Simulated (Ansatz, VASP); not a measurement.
Cu: VASP beside Ansatz

```xyz
2
Lattice="2.5341 -0.0253 0.0000 -1.2890 2.2073 0.0000 0.0000 0.0000 4.1126" Properties=species:S:1:pos:R:3 pbc="T T T"
Cu    1.2597    0.7189    3.0844
Cu   -0.0146    1.4631    1.0281
```

Change from the starting cell: strain_shear_xy = -0.02.

Alike in both runs: task single point; functional PBEsol; k mesh 12 × 12 × 7; occupations fermi-dirac, width 0.05 eV; no spin polarisation.

```csv
,VASP,Ansatz
version,VASP 6.6.1,Ansatz 0.2.0
potentials or method,"VASP PAW PBE potentials, release 64 (Cu), cutoff 520 eV","all-electron LAPW, scalar-relativistic"
```

Ansatz gave:

| Item | Value |
| --- | --- |
| gap on the k mesh at the Fermi level (eV) | none |
| pressure (GPa) | -1.4 |
| traceless stress, the component that is largest in VASP (GPa) | 1.02 |
| rms of the force components (eV/Å) | 0.022 |

Problem. Estimate VASP's values.

Solution. gap on the k mesh at the Fermi level (eV): none; pressure (GPa): -0.8; traceless stress, the component that is largest in VASP (GPa): 1.04; rms of the force components (eV/Å): 0.021.

VASP's potentials were made for PBE, not for PBEsol. Atom by atom the forces differ by 0.001 eV/Å (rms over components). A gap of «none» marks a metal or a gap that the smearing closes. Ansatz ran all-electron here, and VASP with PAW potentials.
